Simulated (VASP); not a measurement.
# NbP (I4_1md) in VASP: single point with PBE

Aim: the single point of NbP with PBE.

Everything below comes from runs of VASP 6.6.1. Logs are shortened: lines on timing, memory, paths and dates and some standing lists are left out, and cuts for length are marked.

### Step 1. The cell of the first run

It takes space group I4_1md (No. 109, tetragonal). Conventional cell: a = 3.350 Å, b = 3.350 Å, c = 11.480 Å, α = 90.00°, β = 90.00°, γ = 90.00°. Within 3.4 Å of Nb (site symmetry 2mm) lie 6 P at 2.55 Å and 8 Nb at 3.32 to 3.35 Å. Within 3.4 Å of P (site symmetry 2mm) lie 6 Nb at 2.55 Å and 8 P at 3.32 to 3.35 Å.

### Step 2. Single point, PBE

INCAR reads:

```
SYSTEM = NbP
PREC = Accurate ; ENCUT = 520
EDIFF = 1E-6 ; ISMEAR = 0
SIGMA = 0.05 ; LREAL = .FALSE.
LASPH = .TRUE. ; NELM = 80
ALGO = Normal ; ISIF = 2
LWAVE = .FALSE. ; LCHARG = .TRUE.
GGA = PE ; LELF = .TRUE.
LVHAR = .TRUE. ; NBANDS = 26
```

KPOINTS reads:

```
regular mesh
0
G
  9 9 9
  0 0 0
```

POSCAR reads:

```
NbP
1.0
   -1.6749232544      1.6749232544      5.7401081759
    1.6749232544     -1.6749232544      5.7401081759
    1.6749232544      1.6749232544     -5.7401081759
Nb P
2 2
Direct
    0.4999200720      0.4999200720      0.0000000000
    0.2499200720      0.7499200720      0.5000000000
    0.0827084980      0.0827084980      0.0000000000
    0.8327084980      0.3327084980      0.5000000000
```

Potentials or basis: VASP PAW PBE potentials, release 64 (Nb_sv, P).

Started as:

```sh
> cat potpaw_PBE.64/Nb_sv/POTCAR potpaw_PBE.64/P/POTCAR > POTCAR
> mpirun -np 1 vasp_std > vasp.out
```

OUTCAR:

```text
SYSTEM = NbP
   PREC = Accurate
   ENCUT = 520
   EDIFF = 1E-6
   ISMEAR = 0
   LREAL = .FALSE.
   LASPH = .TRUE.
   NELM = 80
   ISIF = 2
   GGA = PE

 ion  position               nearest neighbor table
   1  0.500  0.500  0.000-   4 2.55   4 2.55   3 2.55   3 2.55   3 2.55   3 2.55
   2  0.250  0.750  0.500-   3 2.55   3 2.55   4 2.55   4 2.55   4 2.55   4 2.55
   3  0.083  0.083  0.000-   2 2.55   2 2.55   1 2.55   1 2.55   1 2.55   1 2.55
   4  0.833  0.333  0.500-   1 2.55   1 2.55   2 2.55   2 2.55   2 2.55   2 2.55

  LATTYP: Found a body centered tetragonal cell.
 ALAT       =     3.3498465088
 C/A-ratio  =     3.4270872775

  Lattice vectors:

 A1 = (  -1.6749232544,   1.6749232544,   5.7401081759)
 A2 = (   1.6749232544,  -1.6749232544,   5.7401081759)
 A3 = (   1.6749232544,   1.6749232544,  -5.7401081759)

Analysis of symmetry for initial positions (statically):
=====================================================================
 Subroutine PRICEL returns:
 Original cell was already a primitive cell.

 Routine SETGRP: Setting up the symmetry group for a
 body centered tetragonal supercell.

 Subroutine GETGRP returns: Found  8 space group operations
 (whereof  4 operations were pure point group operations)
 out of a pool of 16 trial point group operations.

The static configuration has the point symmetry C_2v.
 The point group associated with its full space group is C_4v.

Analysis of symmetry for dynamics (positions and initial velocities):
=====================================================================
 Subroutine PRICEL returns:
 Original cell was already a primitive cell.

 Routine SETGRP: Setting up the symmetry group for a
 body centered tetragonal supercell.

 Subroutine GETGRP returns: Found  8 space group operations
 (whereof  4 operations were pure point group operations)
 out of a pool of 16 trial point group operations.

The dynamic configuration has the point symmetry C_2v.
 The point group associated with its full space group is C_4v.

 Subroutine INISYM returns: Found  8 space group operations
 (whereof  4 operations are pure point group operations),
 and found     1 'primitive' translations

----------------------------------------------------------------------------------------

                                     Primitive cell

  volume of cell :      64.4125

  direct lattice vectors                    reciprocal lattice vectors
    -1.674923254  1.674923254  5.740108176     0.000000000  0.298521140  0.087106372
     1.674923254 -1.674923254  5.740108176     0.298521140  0.000000000  0.087106372
     1.674923254  1.674923254 -5.740108176     0.298521140  0.298521140  0.000000000

  length of vectors
     6.209635874  6.209635874  6.209635874     0.310970081  0.310970081  0.422172645

  position of ions in fractional coordinates (direct lattice)
     0.499920072  0.499920072  0.000000000
     0.249920072  0.749920072  0.500000000
     0.082708498  0.082708498  0.000000000
     0.832708498  0.332708498  0.500000000

  ion indices of the primitive-cell ions
   primitive index   ion index
                 1           1
                 2           2
                 3           3
                 4           4

----------------------------------------------------------------------------------------

 KPOINTS: regular mesh

Automatic generation of k-mesh.
 Grid dimensions read from file:
 generate k-points for:    9    9    9

 Generating k-lattice:

  Cartesian coordinates                     Fractional coordinates (reciprocal lattice)
     0.000000000  0.033169016  0.009678486     0.111111111  0.000000000 -0.000000000
     0.033169016  0.000000000  0.009678486     0.000000000  0.111111111 -0.000000000
     0.033169016  0.033169016  0.000000000     0.000000000  0.000000000  0.111111111

  Length of vectors
     0.034552231  0.034552231  0.046908072

  Shift w.r.t. Gamma in fractional coordinates (k-lattice)
     0.000000000  0.000000000  0.000000000

 Subroutine IBZKPT returns following result:
 ===========================================

 Found     75 irreducible k-points:

 Following reciprocal coordinates:
            Coordinates               Weight
  0.000000  0.000000  0.000000      1.000000
  0.111111  0.000000 -0.000000      8.000000
  0.222222 -0.000000  0.000000      8.000000
  0.333333 -0.000000  0.000000      8.000000
  0.444444 -0.000000  0.000000      8.000000
  0.111111  0.111111 -0.000000      8.000000
[... 16 lines left out ...]
 -0.333333  0.333333  0.000000      4.000000
  0.444444  0.444444  0.000000      8.000000
 [... further k-points ...]
   k-points           NKPTS =     75   k-points in BZ     NKDIM =     75   number of bands    NBANDS=     26
   number of dos      NEDOS =    301   number of ions     NIONS =      4
   total plane-waves  NPLWV = 110592
   dimension x,y,z NGX =    48 NGY =   48 NGZ =   48
   dimension x,y,z NGXF=    96 NGYF=   96 NGZF=   96
   ions per type =               2   2
   NGX,Y,Z   is equivalent  to a cutoff of  12.85, 12.85, 12.85 a.u.
   NGXF,Y,Z  is equivalent  to a cutoff of  25.70, 25.70, 25.70 a.u.
 SYSTEM =  NbP
   PREC   = accura    normal or accurate (medium, high low for compatibility)
   ISTART =      0    job   : 0-new  1-cont  2-samecut
   ICHARG =      2    charge: 1-file 2-atom 10-const
   ISPIN  =      1    spin polarized calculation?
   LNONCOLLINEAR =      F non collinear calculations
   LSORBIT =      F    spin-orbit coupling
   LASPH  =      T    aspherical Exc in radial PAW
   ENCUT  =  520.0 eV  38.22 Ry    6.18 a.u.  11.55 11.55 11.55*2*pi/ulx,y,z
   NELM   =     80;   NELMIN=  2; NELMDL= -5     # of ELM steps
   EDIFF  = 0.1E-05   stopping-criterion for ELM
   LREAL  =      F    real-space projection
   EDIFFG = 0.1E-04   stopping-criterion for IOM
   NSW    =      0    number of steps for IOM
   IBRION =     -1    ionic relax: 0-MD 1-quasi-New 2-CG
   NFREE  =      0    steps in history (QN), initial steepest desc. (CG)
   ISIF   =      2    stress and relaxation
   ISYM   =      2    0-nonsym 1-usesym 2-fastsym
   POTIM  = 0.5000    time-step for ionic-motion
   TEBEG  =    0.0;   TEEND  =   0.0 temperature during run
   PSTRESS=    0.0 pullay stress
   NELECT =      36.0000    total number of electrons
   NUPDOWN=      -1.0000    fix difference up-down
   EMIN   =  10.00;   EMAX   =-10.00  energy-range for DOS
   EFERMI =   0.00;   METHOD = LEGACY
   ISMEAR =     0;   SIGMA  =   0.05  broadening in eV -4-tet -1-fermi 0-gaus
   EFERMI_NEDOS =   21; number of points for ismear=-14 and -15
   IALGO  =     38    algorithm
   IMIX   =      4    mixing-type and parameters
     AMIX     =   0.40;   BMIX     =  1.00
     AMIX_MAG =   1.60;   BMIX_MAG =  1.00
  volume/ion in A,a.u.               =      16.10       108.67
  Fermi-wavevector in a.u.,A,eV,Ry     =   1.348504  2.548304 24.741706  1.818464
  Thomas-Fermi vector in A             =   2.476168
   LORBIT       =      0    0 simple, 1 ext, 2 COOP (PROOUT), +10 PAW based schemes
   GGA     = PE    functional components
   LHFCALC =     F    Hartree Fock is set to
   AEXX    =    0.0000 exact exchange contribution
   IVDW    =     0    specifies the selected vdW correction
   LEPSILON=     F    determine dielectric tensor
   LRPA    =     F    only Hartree local field effects (RPA)
 non-spin polarized calculation
 Gauss-broadening in eV      SIGMA  =   0.05
  energy-cutoff  :      520.00
  volume of cell :       64.41
 maximum number of plane-waves:      1751
 NGX is ok and might be reduce to    48
   NGX = 23   NGY = 23   NGZ = 23

 number of electron      35.9999999 magnetization

 Free energy of the ion-electron system (eV)
  ---------------------------------------------------
  ext. energy  EPLUGINS =         0.00000000
  ---------------------------------------------------
  free energy    TOTEN  =       -35.30825140 eV

  energy without entropy =      -35.30726087  energy(sigma->0) =      -35.30775614

 E-fermi :  10.5926     XC(G=0): -11.9882

 val. band max:       10.5837956128   @ k =  -0.1111   0.4444   0.1111
 cond. band min:      10.6237207553   @ k =  -0.1111  -0.4444   0.1111
 fundamental gap:      0.0399251425
 Fermi energy:        10.5926403118

 k-point     1 :       0.0000    0.0000    0.0000
  band No.  band energies     occupation
      1     -44.3920      2.00000
      2     -44.3552      2.00000
      3     -20.6494      2.00000
      4     -20.4531      2.00000
      5     -20.4531      2.00000
      6     -20.3117      2.00000
[... 18 lines left out ...]
     25      14.6228      0.00000
     26      14.6228      0.00000

 k-point     2 :       0.1111    0.0000   -0.0000
  band No.  band energies     occupation
      1     -44.3891      2.00000
      2     -44.3541      2.00000
      3     -20.6386      2.00000
      4     -20.4849      2.00000
      5     -20.4505      2.00000
      6     -20.3434      2.00000
[... 18 lines left out ...]
     25      14.7133      0.00000
     26      15.1762      0.00000

 k-point     3 :       0.2222   -0.0000    0.0000
  band No.  band energies     occupation
      1     -44.3817      2.00000
      2     -44.3514      2.00000
      3     -20.6219      2.00000
      4     -20.5529      2.00000
      5     -20.4440      2.00000
      6     -20.4162      2.00000
[... 18 lines left out ...]
     25      15.2112      0.00000
     26      16.1996      0.00000

 k-point     4 :       0.3333   -0.0000    0.0000
  band No.  band energies     occupation
      1     -44.3727      2.00000
      2     -44.3488      2.00000
      3     -20.6779      2.00000
      4     -20.5612      2.00000
      5     -20.4822      2.00000
      6     -20.4365      2.00000
[... 18 lines left out ...]
     25      15.1114      0.00000
     26      16.8369      0.00000

 k-point     5 :       0.4444   -0.0000    0.0000
  band No.  band energies     occupation
      1     -44.3663      2.00000
      2     -44.3477      2.00000
      3     -20.7342      2.00000
      4     -20.5794      2.00000
      5     -20.4843      2.00000
      6     -20.4315      2.00000
[... 18 lines left out ...]
     25      15.2827      0.00000
     26      16.7492      0.00000

 k-point     6 :       0.1111    0.1111   -0.0000
  band No.  band energies     occupation
      1     -44.3858      2.00000
      2     -44.3534      2.00000
      3     -20.6232      2.00000
      4     -20.4872      2.00000
      5     -20.4781      2.00000
      6     -20.3439      2.00000
[... 427 lines left out ...]
 k-point    21 :       0.4444    0.3333    0.0000
  band No.  band energies     occupation
      1     -44.3480      2.00000
      2     -44.3412      2.00000
      3     -20.6997      2.00000
      4     -20.6362      2.00000
      5     -20.5334      2.00000
      6     -20.4813      2.00000
[... 18 lines left out ...]
     25      15.9571      0.00000
     26      16.1861      0.00000

 k-point    22 :      -0.4444    0.3333   -0.0000
  band No.  band energies     occupation
      1     -44.3505      2.00000
      2     -44.3386      2.00000
      3     -20.6987      2.00000
      4     -20.6350      2.00000
      5     -20.5347      2.00000
      6     -20.4854      2.00000
[... 18 lines left out ...]
     25      15.8956      0.00000
     26      16.3828      0.00000

 k-point    23 :      -0.3333    0.3333    0.0000
  band No.  band energies     occupation
      1     -44.3572      2.00000
      2     -44.3393      2.00000
      3     -20.6450      2.00000
      4     -20.6428      2.00000
      5     -20.5117      2.00000
      6     -20.4833      2.00000
[... 18 lines left out ...]
     25      15.6463      0.00000
     26      16.6842      0.00000

 k-point    24 :       0.4444    0.4444    0.0000
  band No.  band energies     occupation
      1     -44.3415      2.00000
      2     -44.3404      2.00000
      3     -20.6894      2.00000
      4     -20.6885      2.00000
      5     -20.5256      2.00000
      6     -20.5238      2.00000
[... 18 lines left out ...]
     25      16.4230      0.00000
     26      16.5944      0.00000

 [... further k-points ...]

------------------------ aborting loop because EDIFF is reached ----------------------------------------

  FORCE on cell =-STRESS in cart. coord.  units (eV):
  Direction    XX          YY          ZZ          XY          YZ          ZX
  --------------------------------------------------------------------------------------
  -------------------------------------------------------------------------------------
  Total       -0.5502828     -0.5502828     -0.6381911      0.0000000      0.0000000      0.0000000
  in kB      -13.6875788    -13.6875788    -15.8741855      0.0000000      0.0000000      0.0000000
  external PRESSURE =     -14.4164477 kB  Pullay stress =       0.0000000 kB

 VOLUME and BASIS-vectors are now :
 -----------------------------------------------------------------------------
  energy-cutoff  :      520.00
  volume of cell :       64.41
      direct lattice vectors                 reciprocal lattice vectors
    -1.674923254  1.674923254  5.740108176     0.000000000  0.298521140  0.087106372
     1.674923254 -1.674923254  5.740108176     0.298521140  0.000000000  0.087106372
     1.674923254  1.674923254 -5.740108176     0.298521140  0.298521140  0.000000000

 POSITION                                       TOTAL-FORCE (eV/Angst)
 -----------------------------------------------------------------------------------
      0.00000      0.00000      5.73919         0.000000     -0.000000     -0.002512
      1.67492      0.00000      2.86914        -0.000000      0.000000     -0.002512
      0.00000      0.00000      0.94951         0.000000     -0.000000      0.002512
     -0.00000      1.67492      3.81957        -0.000000      0.000000      0.002512
 -----------------------------------------------------------------------------------
    total drift:                               -0.000000     -0.000000      0.000227

  FREE ENERGIE OF THE ION-ELECTRON SYSTEM (eV)
  ---------------------------------------------------
  free  energy   TOTEN  =       -35.3082514041 eV

  energy  without entropy=      -35.3072608726  energy(sigma->0) =      -35.30775614
```

Wall time 4.4 min (1 thread of Intel Xeon Platinum 8375C at 2.90GHz (Ice Lake), shared host); peak memory 0.37 GiB.

What came out:

```yaml
Free_energy: -35.3083 eV
Pressure: -1.4 GPa
Band_gap_on_the_k_mesh: zero (band 18 reaches 10.64 eV, above the bottom of band 19 at 10.58 eV)
```

Forces on the atoms (eV/Å):
```
Nb   0.000  0.000 -0.003
Nb   0.000  0.000 -0.003
P    0.000  0.000  0.003
P    0.000  0.000  0.003
```

Stress tensor (GPa, compression positive):
```
-1.37  0.00  0.00
 0.00 -1.37  0.00
 0.00  0.00 -1.59
```
